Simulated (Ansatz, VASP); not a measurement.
## Bi in VASP and in Ansatz

```
Bi
1.0
     3.19558    0.00000    0.00000
     0.00000    3.19558    0.00000
     0.00000    0.00000    3.19558
Bi
1
Direct
  0.00000 0.00000 0.00000
```

Alike in both runs: functional LDA; k mesh 10 × 10 × 10; occupations fermi-dirac, width 0.1 eV; no spin polarisation.

Ansatz relaxed the structure, and its values are those at the end. VASP's run is a single point on that final structure, the one shown.

```csv
,VASP,Ansatz
version,VASP 6.6.1,Ansatz 0.2.0
potentials or method,"VASP PAW LDA potentials, release 64 (Bi_d), cutoff 520 eV","plane waves (420 eV) with PAW, scalar-relativistic"
valence electrons in the cell,15,15
```

Ansatz gave:

```
pressure (GPa) : 0.0
```

**Question.** Estimate VASP's values.

**Answer.** Pressure (GPa): 0.1.

Ansatz warns that its potentials were made for another functional, while VASP's fit it. LDA's correlation is that of Perdew and Zunger in VASP and of Perdew and Wang (1992) in Ansatz.

Spin-orbit coupling is off throughout.
